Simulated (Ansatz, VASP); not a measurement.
# One calculation of Ti4GaSi2As3, two programs

The input INCAR:

```
SYSTEM = Ti4GaSi2As3
ALGO     = Normal         ! electronic algorithm
EDIFF    = 1E-7           ! SCF threshold, eV
ENCUT    = 520            ! plane-wave cutoff, eV
GGA      = PE             ! functional
ISIF     = 2              ! what is computed and relaxed
ISMEAR   = 0              ! smearing method
ISPIN    = 2              ! spin polarisation
LASPH    = .TRUE.         ! aspherical terms in the spheres
LCHARG   = .FALSE.        ! write CHGCAR
LMAXMIX  = 4              ! l up to which the mixer works
LORBIT   = 11             ! projections on sites
LREAL    = .FALSE.        ! projectors in reciprocal space
LWAVE    = .FALSE.        ! write WAVECAR
MAGMOM   = 1 1 1 1 0 0 0 0 0 0 ! initial moments
NBANDS   = 57             ! bands
NELM     = 150            ! most SCF steps
PREC     = Accurate       ! precision mode
SIGMA    = 0.1            ! smearing width, eV
```

The input KPOINTS:

```
k-points
0
G
  6 6 2
  0 0 0
```

The input POSCAR:

```
Ti4GaSi2As3
1.0
    3.5635477929      0.0000000000      0.0000000000
    0.0000000000      3.5635477929      0.0000000000
    0.0000000000      0.0000000000     13.4511073647
Ti Ga Si As
4 1 2 3
Direct
    0.0000000000      0.5000000000      0.8462295213
    0.5000000000      0.0000000000      0.3524210818
    0.5000000000      0.0000000000      0.1537704787
    0.0000000000      0.5000000000      0.6475789182
    0.5000000000      0.5000000000      0.0000000000
    0.5000000000      0.0000000000      0.7502578823
    0.0000000000      0.5000000000      0.2497421177
    0.0000000000      0.0000000000      0.5000000000
    0.0000000000      0.0000000000      0.0000000000
    0.5000000000      0.5000000000      0.5000000000
```

Input for Ansatz:

```yaml
crystal:
  lattice:
    - [3.5635477929, 0.0, 0.0]
    - [0.0, 3.5635477929, 0.0]
    - [0.0, 0.0, 13.4511073647]
  atoms:
    - { symbol: Ti, position: [0.0, 0.5, 0.8462295213], spin: 1.0 }
    - { symbol: Ti, position: [0.5, 0.0, 0.3524210818], spin: 1.0 }
    - { symbol: Ti, position: [0.5, 0.0, 0.1537704787], spin: 1.0 }
    - { symbol: Ti, position: [0.0, 0.5, 0.6475789182], spin: 1.0 }
    - { symbol: Ga, position: [0.5, 0.5, 0.0] }
    - { symbol: Si, position: [0.5, 0.0, 0.7502578823] }
    - { symbol: Si, position: [0.0, 0.5, 0.2497421177] }
    - { symbol: As, position: [0.0, 0.0, 0.5] }
    - { symbol: As, position: [0.0, 0.0, 0.0] }
    - { symbol: As, position: [0.5, 0.5, 0.5] }
basis:
  ecutwfc: 420
kpoints:
  mp_grid: { grid: [6, 6, 2] }
hamiltonian:
  xc: pbe
scf:
  occupations: { method: gaussian, width: 0.1 }
  lower_state_search: "off"
output:
  forces: true
  stress: true
  eigenvalues: true
  populations: true
magnetization:
  spin_polarized: true
```

Change from the starting cell: species swapped into the Tl2Co3NiSe4 type (P-4m2, No. 115).

Alike in both runs: task single point; functional PBE; k mesh 6 × 6 × 2; occupations gaussian, width 0.1 eV; collinear spin.

|  | VASP | Ansatz |
| --- | --- | --- |
| version | VASP 6.6.1 | Ansatz 0.2.0 |
| potentials or method | VASP PAW PBE potentials, release 64 (Ti_sv, Ga_d, Si, As), cutoff 520 eV | scalar-relativistic, plane waves, PAW |
| valence electrons in the cell | 84 | 114 |

```csv
,VASP,Ansatz,Ansatz less VASP
gap on the k mesh at the Fermi level (eV),none,none,-
pressure (GPa),0.5,0.3,-0.22
"traceless stress, the component that is largest in VASP (GPa)",0.00,0.09,+0.092
rms of the force components (eV/Å),0.045,0.039,-0.0056
net moment per atom (μB),0.10,0.10,+0.001
size of the moment on the site where the two differ most (μB),0.23,0.22,-0.007
```

Site moments also hang on the region over which each program counts them. Atom by atom the forces differ by 0.006 eV/Å (rms over components). A gap of «none» marks a metal or a gap that the smearing closes. VASP's potentials hold 84 valence electrons a cell and Ansatz's 114, so a difference there can come from the potentials and not from the codes.
